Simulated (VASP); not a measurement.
# Bi (Im-3m) in VASP: a series of runs

Runs on Bi. Level: PBEsol. Tasks: single point.

Program: VASP 6.6.1. These are calculated values, not measurements. Logs are shortened: lines on timing, memory, paths and dates and some standing lists are left out, and cuts for length are marked.

## Step 1: The cell of the first run

Symmetry: Im-3m, No. 229, cubic system. The conventional cell has a = 3.963 Å, b = 3.963 Å, c = 3.963 Å, α = 90.00°, β = 90.00°, γ = 90.00°. Bi (site symmetry m-3m) has 14 Bi at 3.43 to 3.96 Å within 4.5 Å.

This isn't the form of Bi at room conditions, which is rhombohedral.

## Step 2: Single point, PBEsol

INCAR

```
SYSTEM = Bi
PREC     = Accurate       ! precision mode
ENCUT    = 520            ! plane-wave cutoff, eV
EDIFF    = 1E-7           ! SCF threshold, eV
ISMEAR   = 0              ! smearing method
SIGMA    = 0.15           ! smearing width, eV
LREAL    = .FALSE.        ! projectors in reciprocal space
LASPH    = .TRUE.         ! aspherical terms in the spheres
NELM     = 60             ! most SCF steps
ALGO     = Normal         ! electronic algorithm
ISIF     = 2              ! what is computed and relaxed
LWAVE    = .FALSE.        ! write WAVECAR
LCHARG   = .FALSE.        ! write CHGCAR
GGA      = PS             ! functional
NBANDS   = 14             ! bands
```

KPOINTS

```
Automatic mesh
0
G
  18 18 18
  0 0 0
```

POSCAR

```
Bi
1.0
   -1.9814305318      1.9814305318      1.9814305318
    1.9814305318     -1.9814305318      1.9814305318
    1.9814305318      1.9814305318     -1.9814305318
Bi
1
Direct
    0.0000000000      0.0000000000      0.0000000000
```

Potentials or basis: VASP PAW PBE potentials, release 64 (Bi_d).

On the command line:

```
> cat potpaw_PBE.64/Bi_d/POTCAR > POTCAR
> mpirun -np 1 vasp_std > vasp.out
```

OUTCAR:

```text
SYSTEM = Bi
   PREC = Accurate
   ENCUT = 520
   EDIFF = 1E-7
   ISMEAR = 0
   LREAL = .FALSE.
   LASPH = .TRUE.
   NELM = 60
   ISIF = 2
   GGA = PS

 ion  position               nearest neighbor table
   1  0.000  0.000  0.000-

  LATTYP: Found a body centered cubic cell.
 ALAT       =     3.9628610636

  Lattice vectors:

 A1 = (  -1.9814305318,   1.9814305318,   1.9814305318)
 A2 = (   1.9814305318,  -1.9814305318,   1.9814305318)
 A3 = (   1.9814305318,   1.9814305318,  -1.9814305318)

Analysis of symmetry for initial positions (statically):
=====================================================================
 Subroutine PRICEL returns:
 Original cell was already a primitive cell.

 Routine SETGRP: Setting up the symmetry group for a
 body centered cubic supercell.

 Subroutine GETGRP returns: Found 48 space group operations
 (whereof 48 operations were pure point group operations)
 out of a pool of 48 trial point group operations.

The static configuration has the point symmetry O_h .

Analysis of symmetry for dynamics (positions and initial velocities):
=====================================================================
 Subroutine PRICEL returns:
 Original cell was already a primitive cell.

 Routine SETGRP: Setting up the symmetry group for a
 body centered cubic supercell.

 Subroutine GETGRP returns: Found 48 space group operations
 (whereof 48 operations were pure point group operations)
 out of a pool of 48 trial point group operations.

The dynamic configuration has the point symmetry O_h .

 Subroutine INISYM returns: Found 48 space group operations
 (whereof 48 operations are pure point group operations),
 and found     1 'primitive' translations

----------------------------------------------------------------------------------------

                                     Primitive cell

  volume of cell :      31.1169

  direct lattice vectors                    reciprocal lattice vectors
    -1.981430532  1.981430532  1.981430532     0.000000000  0.252342937  0.252342937
     1.981430532 -1.981430532  1.981430532     0.252342937  0.000000000  0.252342937
     1.981430532  1.981430532 -1.981430532     0.252342937  0.252342937  0.000000000

  length of vectors
     3.431938353  3.431938353  3.431938353     0.356866804  0.356866804  0.356866804

  position of ions in fractional coordinates (direct lattice)
     0.000000000  0.000000000  0.000000000

  ion indices of the primitive-cell ions
   primitive index   ion index
                 1           1

----------------------------------------------------------------------------------------

 KPOINTS: Automatic mesh

Automatic generation of k-mesh.
 Grid dimensions read from file:
 generate k-points for:   18   18   18

 Generating k-lattice:

  Cartesian coordinates                     Fractional coordinates (reciprocal lattice)
     0.000000000  0.014019052  0.014019052     0.055555556  0.000000000  0.000000000
     0.014019052  0.000000000  0.014019052     0.000000000  0.055555556  0.000000000
     0.014019052  0.014019052  0.000000000     0.000000000  0.000000000  0.055555556

  Length of vectors
     0.019825934  0.019825934  0.019825934

  Shift w.r.t. Gamma in fractional coordinates (k-lattice)
     0.000000000  0.000000000  0.000000000

 Subroutine IBZKPT returns following result:
 ===========================================

 Found    195 irreducible k-points:

 Following reciprocal coordinates:
            Coordinates               Weight
  0.000000  0.000000  0.000000      1.000000
  0.055556  0.000000  0.000000     12.000000
  0.111111  0.000000  0.000000     12.000000
  0.166667  0.000000  0.000000     12.000000
  0.222222  0.000000  0.000000     12.000000
  0.277778  0.000000  0.000000     12.000000
[... 16 lines left out ...]
  0.333333  0.111111  0.000000     48.000000
  0.388889  0.111111  0.000000     48.000000
 [... further k-points ...]
   k-points           NKPTS =    195   k-points in BZ     NKDIM =    195   number of bands    NBANDS=     14
   number of dos      NEDOS =    301   number of ions     NIONS =      1
   total plane-waves  NPLWV =  21952
   dimension x,y,z NGX =    28 NGY =   28 NGZ =   28
   dimension x,y,z NGXF=    56 NGYF=   56 NGZF=   56
   ions per type =               1
   NGX,Y,Z   is equivalent  to a cutoff of  13.56, 13.56, 13.56 a.u.
   NGXF,Y,Z  is equivalent  to a cutoff of  27.13, 27.13, 27.13 a.u.
 SYSTEM =  Bi
   PREC   = accura    normal or accurate (medium, high low for compatibility)
   ISTART =      0    job   : 0-new  1-cont  2-samecut
   ICHARG =      2    charge: 1-file 2-atom 10-const
   ISPIN  =      1    spin polarized calculation?
   LNONCOLLINEAR =      F non collinear calculations
   LSORBIT =      F    spin-orbit coupling
   LASPH  =      T    aspherical Exc in radial PAW
   ENCUT  =  520.0 eV  38.22 Ry    6.18 a.u.   6.38  6.38  6.38*2*pi/ulx,y,z
   NELM   =     60;   NELMIN=  2; NELMDL= -5     # of ELM steps
   EDIFF  = 0.1E-06   stopping-criterion for ELM
   LREAL  =      F    real-space projection
   EDIFFG = 0.1E-05   stopping-criterion for IOM
   NSW    =      0    number of steps for IOM
   IBRION =     -1    ionic relax: 0-MD 1-quasi-New 2-CG
   NFREE  =      0    steps in history (QN), initial steepest desc. (CG)
   ISIF   =      2    stress and relaxation
   ISYM   =      2    0-nonsym 1-usesym 2-fastsym
   POTIM  = 0.5000    time-step for ionic-motion
   TEBEG  =    0.0;   TEEND  =   0.0 temperature during run
   PSTRESS=    0.0 pullay stress
   NELECT =      15.0000    total number of electrons
   NUPDOWN=      -1.0000    fix difference up-down
   EMIN   =  10.00;   EMAX   =-10.00  energy-range for DOS
   EFERMI =   0.00;   METHOD = LEGACY
   ISMEAR =     0;   SIGMA  =   0.15  broadening in eV -4-tet -1-fermi 0-gaus
   EFERMI_NEDOS =   21; number of points for ismear=-14 and -15
   IALGO  =     38    algorithm
   IMIX   =      4    mixing-type and parameters
     AMIX     =   0.40;   BMIX     =  1.00
     AMIX_MAG =   1.60;   BMIX_MAG =  1.00
  volume/ion in A,a.u.               =      31.12       209.99
  Fermi-wavevector in a.u.,A,eV,Ry     =   1.283630  2.425708 22.418388  1.647705
  Thomas-Fermi vector in A             =   2.415871
   LORBIT       =      0    0 simple, 1 ext, 2 COOP (PROOUT), +10 PAW based schemes
   GGA     = PS    functional components
   LHFCALC =     F    Hartree Fock is set to
   AEXX    =    0.0000 exact exchange contribution
   IVDW    =     0    specifies the selected vdW correction
   LEPSILON=     F    determine dielectric tensor
   LRPA    =     F    only Hartree local field effects (RPA)
 non-spin polarized calculation
 Gauss-broadening in eV      SIGMA  =   0.15
  energy-cutoff  :      520.00
  volume of cell :       31.12
 maximum number of plane-waves:       887
 NGX is ok and might be reduce to    28
   NGX = 13   NGY = 13   NGZ = 13

 number of electron      14.9999994 magnetization

 Free energy of the ion-electron system (eV)
  ---------------------------------------------------
  ext. energy  EPLUGINS =         0.00000000
  ---------------------------------------------------
  free energy    TOTEN  =        -4.21396901 eV

  energy without entropy =       -4.20426429  energy(sigma->0) =       -4.20911665

 E-fermi :   7.7518     XC(G=0): -10.4397

 val. band max:        7.7391448222   @ k =  -0.2222   0.2222   0.0556
 cond. band min:       7.7554248544   @ k =  -0.2778   0.3889   0.1111
 fundamental gap:      0.0162800322
 Fermi energy:         7.7518489162

 k-point     1 :       0.0000    0.0000    0.0000
  band No.  band energies     occupation
      1     -15.2026      2.00000
      2     -15.2026      2.00000
      3     -15.2026      2.00000
      4     -15.0727      2.00000
      5     -15.0727      2.00000
      6      -5.7859      2.00000
      7      12.8632      0.00000
      8      12.8632      0.00000
      9      12.8632      0.00000
     10      16.8460      0.00000
     11      18.2221      0.00000
     12      18.2221      0.00000
     13      18.2221      0.00000
     14      19.4398      0.00000

 k-point     2 :       0.0556    0.0000    0.0000
  band No.  band energies     occupation
      1     -15.2038      2.00000
      2     -15.2005      2.00000
      3     -15.1963      2.00000
      4     -15.0740      2.00000
      5     -15.0728      2.00000
      6      -5.7296      2.00000
      7      12.2164      0.00000
      8      12.6837      0.00000
      9      12.8117      0.00000
     10      17.2331      0.00000
     11      17.6922      0.00000
     12      17.8734      0.00000
     13      18.1162      0.00000
     14      19.6919      0.00000

 k-point     3 :       0.1111    0.0000    0.0000
  band No.  band energies     occupation
      1     -15.2073      2.00000
      2     -15.1947      2.00000
      3     -15.1782      2.00000
      4     -15.0780      2.00000
      5     -15.0735      2.00000
      6      -5.5613      2.00000
      7      10.8483      0.00000
      8      12.2228      0.00000
      9      12.6604      0.00000
     10      16.5435      0.00000
     11      17.3108      0.00000
     12      17.9640      0.00000
     13      18.4188      0.00000
     14      20.3563      0.00000
[... 324 lines left out ...]
 k-point    23 :       0.3333    0.1111    0.0000
  band No.  band energies     occupation
      1     -15.2275      2.00000
      2     -15.1691      2.00000
      3     -15.0875      2.00000
      4     -15.0817      2.00000
      5     -15.0199      2.00000
      6      -3.2363      2.00000
      7       3.9017      2.00000
      8       8.5315      0.00000
      9      10.7621      0.00000
     10      14.7989      0.00000
     11      16.8585      0.00000
     12      18.6248      0.00000
     13      21.3963      0.00000
     14      24.3555      0.00000

 k-point    24 :       0.3889    0.1111    0.0000
  band No.  band energies     occupation
      1     -15.2305      2.00000
      2     -15.1699      2.00000
      3     -15.0844      2.00000
      4     -15.0815      2.00000
      5     -15.0046      2.00000
      6      -2.8114      2.00000
      7       3.1510      2.00000
      8       8.2916      0.00000
      9      10.6229      0.00000
     10      14.6491      0.00000
     11      16.7853      0.00000
     12      19.1858      0.00000
     13      20.9993      0.00000
     14      24.6966      0.00000

 [... further k-points ...]

------------------------ aborting loop because EDIFF is reached ----------------------------------------

  FORCE on cell =-STRESS in cart. coord.  units (eV):
  Direction    XX          YY          ZZ          XY          YZ          ZX
  --------------------------------------------------------------------------------------
  -------------------------------------------------------------------------------------
  Total       -0.3858846     -0.3858846     -0.3858846     -0.0000000     -0.0000000     -0.0000000
  in kB      -19.8687939    -19.8687939    -19.8687939     -0.0000000     -0.0000000     -0.0000000
  external PRESSURE =     -19.8687939 kB  Pullay stress =       0.0000000 kB

 VOLUME and BASIS-vectors are now :
 -----------------------------------------------------------------------------
  energy-cutoff  :      520.00
  volume of cell :       31.12
      direct lattice vectors                 reciprocal lattice vectors
    -1.981430532  1.981430532  1.981430532     0.000000000  0.252342937  0.252342937
     1.981430532 -1.981430532  1.981430532     0.252342937  0.000000000  0.252342937
     1.981430532  1.981430532 -1.981430532     0.252342937  0.252342937  0.000000000

 POSITION                                       TOTAL-FORCE (eV/Angst)
 -----------------------------------------------------------------------------------
      0.00000      0.00000      0.00000         0.000000      0.000000     -0.000000
 -----------------------------------------------------------------------------------
    total drift:                               -0.000000     -0.000000     -0.000000

  FREE ENERGIE OF THE ION-ELECTRON SYSTEM (eV)
  ---------------------------------------------------
  free  energy   TOTEN  =        -4.2139690106 eV

  energy  without entropy=       -4.2042642908  energy(sigma->0) =       -4.20911665
```

Run time: 1.7 min. Hardware: 1 thread of Intel Xeon 8259CL, shared host; peak memory 0.21 GiB.

What came out:

```yaml
Free_energy: -4.2140 eV
Pressure: -2.0 GPa
Band_gap_on_the_k_mesh: zero (an odd number of electrons rules out a gap without spin polarisation)
```

Levels at points of the mesh, in eV from the Fermi level:
```csv
k point,band 4,band 5,band 6,band 7,band 8,band 9,band 10,band 11
"(0.00, 0.00, 0.00)",-22.82,-22.82,-13.54,5.11,5.11,5.11,9.09,10.47
"(0.50, 0.00, 0.00)",-22.83,-22.74,-10.49,-5.09,1.57,3.44,5.95,7.56
"(0.50, 0.50, 0.50)",-22.76,-22.76,-8.38,-1.81,-1.81,-1.81,3.51,3.51
```

Caveat: the PAW data sets were made with another functional, which shifts forces and pressure a little; spin-orbit coupling is left out, which moves the levels of the heavy elements.

## Step 3: Single point, PBEsol

INCAR

```
PREC = Accurate
ENCUT = 520
EDIFF = 1E-7
ISMEAR = 0
SIGMA = 0.15
LREAL = False
LASPH = True
NELM = 100
ALGO = Normal
ISIF = 2
LWAVE = False
LCHARG = True
GGA = PS
LELF = True
LVHAR = True
NBANDS = 14
```

KPOINTS

```
Automatic mesh
0
Gamma
  18 18 18
```

POSCAR is that of step 2.

Potentials or basis: VASP PAW PBE potentials, release 64 (Bi_d).

On the command line:

```
> cat potpaw_PBE.64/Bi_d/POTCAR > POTCAR
> mpirun -np 1 vasp_std > vasp.out
```

Run time: 1.9 min. Hardware: 1 thread of Intel Xeon 8259CL, shared host; peak memory 0.21 GiB.

It converged, with:

```
Free energy            : -4.2140 eV
Pressure               : -2.0 GPa
Band gap on the k mesh : zero (an odd number of electrons rules out a gap without spin polarisation)
```

Levels at points of the mesh, in eV from the Fermi level:
```
           k point  band 3  band 4  band 5  band 6  band 7  band 8  band 9  band 10  band 11  band 12
(0.00, 0.00, 0.00)  -22.95  -22.82  -22.82  -13.54    5.11    5.11    5.11     9.09    10.47    10.47
(0.50, 0.00, 0.00)  -22.83  -22.83  -22.74  -10.49   -5.09    1.57    3.44     5.95     7.56    12.38
(0.50, 0.50, 0.50)  -22.76  -22.76  -22.76   -8.38   -1.81   -1.81   -1.81     3.51     3.51    15.38
```

Caveat: the PAW data sets were made with another functional, which shifts forces and pressure a little; spin-orbit coupling is left out, which moves the levels of the heavy elements.
